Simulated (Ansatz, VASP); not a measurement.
**Au: VASP beside Ansatz**

The input INCAR:

```
PREC = Accurate
ENCUT = 520
EDIFF = 1E-6
ISMEAR = -1
SIGMA = 0.08
LREAL = F
LASPH = T
NELM = 60
ALGO = Normal
ISIF = 2
LWAVE = F
LCHARG = T
GGA = PE
LELF = T
LVHAR = T
NBANDS = 12
```

KPOINTS

```
Automatic mesh
0
Gamma
  12 12 12
```

POSCAR

```
Au
1.0
    2.7478812043      0.0000000000      0.0000000000
    0.0000000000      2.7478812043      0.0000000000
    0.0000000000      0.0000000000      2.7478812043
Au
1
Direct
    0.0000000000      0.0000000000      0.0000000000
```

Input for Ansatz:

```yaml
crystal:
  lattice:
    - [2.7478812043, 0.0, 0.0]
    - [0.0, 2.7478812043, 0.0]
    - [0.0, 0.0, 2.7478812043]
  atoms:
    - { symbol: Au, position: [0.0, 0.0, 0.0] }
kpoints:
  mp_grid: { grid: [12, 12, 12] }
  band_path:
    path:
      - [0.0, 0.0, 0.0]
      - [0.0, 0.5, 0.0]
      - [0.5, 0.5, 0.0]
      - [0.0, 0.0, 0.0]
      - [0.5, 0.5, 0.5]
      - [0.0, 0.5, 0.0]
      - [0.5, 0.5, 0.5]
      - [0.5, 0.5, 0.0]
    npoints: 14
scf:
  occupations: { method: fermi_dirac, width: 0.08 }
hamiltonian:
  xc: pbe
  pseudopotentials: { kind: all_electron, lapw: { basis_error: 0.00025 } }
output:
  forces: true
  stress: true
  eigenvalues: true
  populations: true
  dos: { projected: true, de: 0.2, e_range: [-14, 8] }
```

Alike in both runs: task single point; functional PBE; k mesh 12 × 12 × 12; occupations fermi-dirac, width 0.08 eV; no spin polarisation.

|  | VASP | Ansatz |
| --- | --- | --- |
| version | VASP 6.6.1 | Ansatz 0.2.0 |
| potentials or method | VASP PAW PBE potentials, release 64 (Au), cutoff 520 eV | all-electron LAPW, scalar-relativistic |

|  | VASP | Ansatz | Ansatz less VASP |
| --- | --- | --- | --- |
| pressure (GPa) | -0.2 | 0.0 | +0.17 |

Ansatz ran all-electron here, and VASP with PAW potentials.

Spin-orbit coupling is off throughout.
